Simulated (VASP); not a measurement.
# Cu3As2 (P3m1) in VASP: a series of runs, part 2 of 2

VASP 6.6.1. The steps go on from the part before.

## Step 5: Relaxation of cell and atoms, PBE (atoms taken out)

Input file INCAR:

```
PREC = Accurate
ENCUT = 600
EDIFF = 1E-6
ISMEAR = 0
SIGMA = 0.1
LREAL = False
LASPH = True
NELM = 60
ALGO = Normal
ISIF = 3
LWAVE = False
LCHARG = False
GGA = PE
IBRION = 2
NSW = 90
EDIFFG = -0.04
```

Input file KPOINTS:

```
regular mesh
0
Gamma
  6 6 4
```

Input file POSCAR:

```
Cu3As2
1.0
    3.9985743407      0.0000000000      0.0000000000
   -1.9992871704      3.4628669580      0.0000000000
    0.0000000000      0.0000000000      6.7592296389
Cu As
3 2
Direct
    0.0000000000      0.0000000000      0.0846102666
    0.3333333333      0.6666666667      0.6506371256
    0.6666666667      0.3333333333      0.2035260369
    0.3333333333      0.6666666667      0.0114821648
    0.6666666667      0.3333333333      0.5497444060
```

Potentials or basis: VASP PAW PBE potentials, release 64 (Cu, As).

Command:

```bash
$ cat potpaw_PBE.64/Cu/POTCAR potpaw_PBE.64/As/POTCAR > POTCAR
$ mpirun -np 1 vasp_std > vasp.out
```

OUTCAR:

```text
PREC = Accurate
   ENCUT = 600
   EDIFF = 1E-6
   ISMEAR = 0
   LREAL = False
   LASPH = True
   NELM = 60
   ISIF = 3
   GGA = PE
   IBRION = 2
   NSW = 90
   EDIFFG = -0.04

 ion  position               nearest neighbor table
   1  0.000  0.000  0.085-   4 2.36   4 2.36   4 2.36   3 2.44   3 2.44   3 2.44
   2  0.333  0.667  0.651-   5 2.41   5 2.41   5 2.41   4 2.44
   3  0.667  0.333  0.204-   5 2.34   1 2.44   1 2.44   1 2.44   4 2.65   4 2.65   4 2.65
   4  0.333  0.667  0.011-   1 2.36   1 2.36   1 2.36   2 2.44   3 2.65   3 2.65   3 2.65
   5  0.667  0.333  0.550-   3 2.34   2 2.41   2 2.41   2 2.41

  LATTYP: Found a hexagonal cell.
 ALAT       =     3.9985743407
 C/A-ratio  =     1.6904098969

  Lattice vectors:

 A1 = (   3.9985743407,   0.0000000000,   0.0000000000)
 A2 = (  -1.9992871704,   3.4628669580,   0.0000000000)
 A3 = (   0.0000000000,   0.0000000000,   6.7592296389)

Analysis of symmetry for initial positions (statically):
=====================================================================
 Subroutine PRICEL returns:
 Original cell was already a primitive cell.

 Routine SETGRP: Setting up the symmetry group for a
 hexagonal supercell.

 Subroutine GETGRP returns: Found  6 space group operations
 (whereof  6 operations were pure point group operations)
 out of a pool of 24 trial point group operations.

The static configuration has the point symmetry C_3v.

Analysis of symmetry for dynamics (positions and initial velocities):
=====================================================================
 Subroutine PRICEL returns:
 Original cell was already a primitive cell.

 Routine SETGRP: Setting up the symmetry group for a
 hexagonal supercell.

 Subroutine GETGRP returns: Found  6 space group operations
 (whereof  6 operations were pure point group operations)
 out of a pool of 24 trial point group operations.

[... 110 lines left out ...]
   NFREE  =      1    steps in history (QN), initial steepest desc. (CG)
   ISIF   =      3    stress and relaxation
   ISYM   =      2    0-nonsym 1-usesym 2-fastsym
   POTIM  = 0.5000    time-step for ionic-motion
   TEBEG  =    0.0;   TEEND  =   0.0 temperature during run
   PSTRESS=    0.0 pullay stress
   NELECT =      43.0000    total number of electrons
   NUPDOWN=      -1.0000    fix difference up-down
   EMIN   =  10.00;   EMAX   =-10.00  energy-range for DOS
   EFERMI =   0.00;   METHOD = LEGACY
   ISMEAR =     0;   SIGMA  =   0.10  broadening in eV -4-tet -1-fermi 0-gaus
   EFERMI_NEDOS =   21; number of points for ismear=-14 and -15
   IALGO  =     38    algorithm
   IMIX   =      4    mixing-type and parameters
     AMIX     =   0.40;   BMIX     =  1.00
     AMIX_MAG =   1.60;   BMIX_MAG =  1.00
  volume/ion in A,a.u.               =      18.72       126.32
  Fermi-wavevector in a.u.,A,eV,Ry     =   1.263237  2.387172 21.711746  1.595768
  Thomas-Fermi vector in A             =   2.396604
   LORBIT       =      0    0 simple, 1 ext, 2 COOP (PROOUT), +10 PAW based schemes
   GGA     = PE    functional components
   LHFCALC =     F    Hartree Fock is set to
   AEXX    =    0.0000 exact exchange contribution
   IVDW    =     0    specifies the selected vdW correction
   LEPSILON=     F    determine dielectric tensor
   LRPA    =     F    only Hartree local field effects (RPA)
 conjugate gradient relaxation of ions
 non-spin polarized calculation
 Gauss-broadening in eV      SIGMA  =   0.10
  energy-cutoff  :      600.00
  volume of cell :       93.59
 maximum number of plane-waves:      3138
   NGX = 15   NGY = 15   NGZ = 27

--------------------------------------- Ionic step        1  -------------------------------------------

 number of electron      43.0000006 magnetization

 Free energy of the ion-electron system (eV)
  ---------------------------------------------------
  ext. energy  EPLUGINS =         0.00000000
  ---------------------------------------------------
  free energy    TOTEN  =       -19.39549141 eV

  energy without entropy =      -19.38128162  energy(sigma->0) =      -19.38838652

------------------------ aborting loop because EDIFF is reached ----------------------------------------

  FORCE on cell =-STRESS in cart. coord.  units (eV):
  Direction    XX          YY          ZZ          XY          YZ          ZX
  --------------------------------------------------------------------------------------
  -------------------------------------------------------------------------------------
  Total        0.6682630      0.6682630     -0.4385037     -0.0000000      0.0000000      0.0000000
  in kB       11.4398366     11.4398366     -7.5066419     -0.0000000      0.0000000      0.0000000
  external PRESSURE =       5.1243437 kB  Pullay stress =       0.0000000 kB
[... 260 lines left out ...]
--------------------------------------- Ionic step        8  -------------------------------------------

 number of electron      42.9999996 magnetization

 Free energy of the ion-electron system (eV)
  ---------------------------------------------------
  ext. energy  EPLUGINS =         0.00000000
  ---------------------------------------------------
  free energy    TOTEN  =       -19.40824100 eV

  energy without entropy =      -19.39240886  energy(sigma->0) =      -19.40032493

 E-fermi :   4.1729     XC(G=0): -10.1837

 val. band max:        4.1575788045   @ k =  -0.1667   0.5000   0.2500
 cond. band min:       4.1960938692   @ k =   0.3333   0.3333   0.5000
 fundamental gap:      0.0385150646
 Fermi energy:         4.1729299109

 k-point     1 :       0.0000    0.0000    0.0000
  band No.  band energies     occupation
      1      -8.0232      2.00000
      2      -6.5572      2.00000
      3      -0.9327      2.00000
      4      -0.3440      2.00000
      5      -0.3440      2.00000
      6       0.5502      2.00000
[... 693 lines left out ...]
  FREE ENERGIE OF THE ION-ELECTRON SYSTEM (eV)
  ---------------------------------------------------
  free  energy   TOTEN  =       -19.4082409981 eV

  energy  without entropy=      -19.3924088625  energy(sigma->0) =      -19.40032493

 reached required accuracy - stopping structural energy minimisation
```

OSZICAR:

```text
N       E                     dE             d eps       ncg     rms          rms(c)
DAV:   1     0.327572211064E+03    0.32757E+03   -0.19620E+04  1200   0.242E+03
DAV:   2     0.588085591387E+01   -0.32169E+03   -0.31707E+03  1200   0.416E+02
DAV:   3    -0.223844040976E+02   -0.28265E+02   -0.27590E+02  1809   0.163E+02
DAV:   4    -0.233744218755E+02   -0.99002E+00   -0.98333E+00  1879   0.321E+01
[... 81 lines left out ...]
DAV:   5    -0.194083014764E+02    0.32824E-03   -0.13265E-03  1782   0.171E+00    0.712E-02
DAV:   6    -0.194082482407E+02    0.53236E-04   -0.31364E-04  1951   0.577E-01    0.295E-02
DAV:   7    -0.194082411960E+02    0.70447E-05   -0.10056E-04  1924   0.401E-01    0.137E-02
DAV:   8    -0.194082410201E+02    0.17587E-06   -0.21740E-05  1822   0.117E-01    0.490E-03
DAV:   9    -0.194082409981E+02    0.22007E-07   -0.27488E-06   726   0.642E-02
   8 F= -.19408241E+02 E0= -.19400325E+02  d E =-.561046E-03
```

Run time: 3 min. Hardware: 1 thread of Intel Xeon 6975P-C (Granite Rapids), shared host; peak memory 0.27 GiB.

Results:

* Free energy: -19.4082 eV
* Relaxed volume: 18.72 Å³/atom
* Relaxed cell: a = 4.044 Å, b = 4.044 Å, c = 6.610 Å, α = 90.00°, β = 90.00°, γ = 120.00°
* Space group after relaxing (to 0.1 Å): P3m1 (No. 156)
* Energy gained by relaxing: 2.5 meV/atom
* Ionic steps: 8
* Pressure after relaxing: -0.1 GPa
* Largest force after relaxing: 0.031 eV/Å
* Band gap on the k mesh: zero (an odd number of electrons rules out a gap without spin polarisation)

Forces in eV/Å, atoms in the order of the input:
```
Cu   0.000  0.000  0.023
Cu   0.000  0.000 -0.030
Cu   0.000  0.000  0.031
As   0.000  0.000  0.006
As   0.000  0.000 -0.030
```

The path:
```csv
step,energy change (eV),largest force (eV/Å),pressure (GPa),volume (Å³)
1,0.0000,0.0464,0.51,93.59
2,-0.0050,0.1362,-0.31,94.40
3,-0.0050,0.1365,-0.43,94.39
4,-0.0077,0.1286,-0.24,94.04
5,-0.0094,0.1394,0.15,93.37
6,-0.0118,0.0787,0.18,93.32
7,-0.0122,0.0445,0.22,93.28
8,-0.0127,0.0311,-0.08,93.60
```

Final structure:
```xyz
5
Lattice="4.0436 0.0000 0.0000 -2.0218 3.5018 0.0000 0.0000 0.0000 6.6103" Properties=species:S:1:pos:R:3 pbc="T T T"
Cu    4.0436    0.0000    0.5753
Cu    0.0000    2.3346    4.2829
Cu    2.0218    1.1673    1.3036
As    0.0000    2.3346    0.0989
As    2.0218    1.1673    3.6547
```

Caveat: the cell differs from its parent crystal (atoms taken out).

## Step 6: Summary

| task | cell | k mesh | cutoff (eV) | gap on the mesh (eV) | pressure (GPa) | largest force (eV/Å) |
| --- | --- | --- | --- | --- | --- | --- |
| single point | a = 3.999, b = 3.999, c = 6.759 Å, angles 90.0, 90.0, 120.0°, 5 atoms, atomic positions A | 6 × 6 × 2 | 520 | none | 0.3 | - |
| single point | a = 4.035, b = 4.035, c = 6.610 Å, angles 90.0, 90.0, 120.0°, 5 atoms, atomic positions B | 6 × 6 × 4 | 520 | none | 0.2 | 0.03 |
| single point | a = 4.811, b = 4.811, c = 11.783 Å, angles 90.0, 90.0, 120.0°, 5 atoms, atomic positions C | 6 × 6 × 2 | 520 | none | -7.0 | 1.56 |
| relaxation of cell and atoms | relaxed from a = 3.999, b = 3.999, c = 6.759 Å, angles 90.0, 90.0, 120.0°, 5 atoms, atomic positions A | 6 × 6 × 4 | 600 | none | -0.1 | 0.03 |

Alike in all rows: level PBE; potentials or basis VASP PAW PBE potentials, release 64 (Cu, As); no spin polarisation; smearing gaussian 0.1 eV.

Caveats: some runs use coarse meshes; the cell stands under tension (at least some runs); forces of over 1 eV/Å act on the atoms, so gaps and moduli don't describe the material at rest (at least some runs).

Total energies depend on the potentials used, so only differences within one code and one set of settings carry meaning.

The gap in the log of VASP goes by the Fermi energy; the results here count the filled bands.